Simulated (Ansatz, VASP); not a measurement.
## Two plane-wave programs on TaN

The input INCAR:

```
ALGO = Normal
EDIFF = 1E-6
ENCUT = 520
GGA = PS
ISIF = 2
ISMEAR = 0
LASPH = T
LCHARG = F
LREAL = F
LWAVE = F
NBANDS = 24
NELM = 100
PREC = Accurate
SIGMA = 0.15
```

Contents of KPOINTS:

```
k-points
0
Gamma
  18 18 10
```

File POSCAR:

```
TaN
1.0
    3.0500010905      0.0000000000      0.0000000000
   -1.5250005453      2.6413784260      0.0000000000
    0.0000000000      0.0000000000      4.9400000000
Ta N
2 2
Direct
    0.3333333333      0.6666666667      0.0000000000
    0.6666666667      0.3333333333      0.5000000000
    0.3333333333      0.6666666667      0.3850000000
    0.6666666667      0.3333333333      0.8850000000
```

Input for Ansatz:

```yaml
crystal:
  lattice:
    - [3.0500010905, 0.0, 0.0]
    - [-1.5250005453, 2.641378426, 0.0]
    - [0.0, 0.0, 4.94]
  atoms:
    - { symbol: Ta, position: [0.3333333333, 0.6666666667, 0.0] }
    - { symbol: Ta, position: [0.6666666667, 0.3333333333, 0.5] }
    - { symbol: "N", position: [0.3333333333, 0.6666666667, 0.385] }
    - { symbol: "N", position: [0.6666666667, 0.3333333333, 0.885] }
basis:
  ecutwfc: 420
kpoints:
  mp_grid: { grid: [18, 18, 10] }
hamiltonian:
  xc: pbesol
scf:
  occupations: { method: gaussian, width: 0.15 }
output:
  forces: true
  stress: true
  eigenvalues: true
  write_density: true
  write_potential: true
  elf: true
  volumetric_format: npy
```

Alike in both runs: task single point; functional PBEsol; k mesh 18 × 18 × 10; occupations gaussian, width 0.15 eV; no spin polarisation.

```csv
,VASP,Ansatz
version,VASP 6.6.1,Ansatz 0.2.0
potentials or method,"VASP PAW PBE potentials, release 64 (Ta_pv, N), cutoff 520 eV","scalar-relativistic, plane waves, PAW"
valence electrons in the cell,32,36
```

Ansatz gave:

```
gap on the k mesh at the Fermi level (eV) : none
rms of the force components (eV/Å)        : 1.336
```

Question: What did VASP give for the same quantities?

Answer: gap on the k mesh at the Fermi level (eV): none; rms of the force components (eV/Å): 1.360.

VASP's potentials were made for PBE, not for PBEsol. Atom by atom the forces differ by 0.024 eV/Å (rms over components). A gap of «none» marks a metal or a gap that the smearing closes. VASP's potentials hold 32 valence electrons a cell and Ansatz's 36, so a difference there can come from the potentials and not from the codes.

Spin-orbit coupling is off throughout.
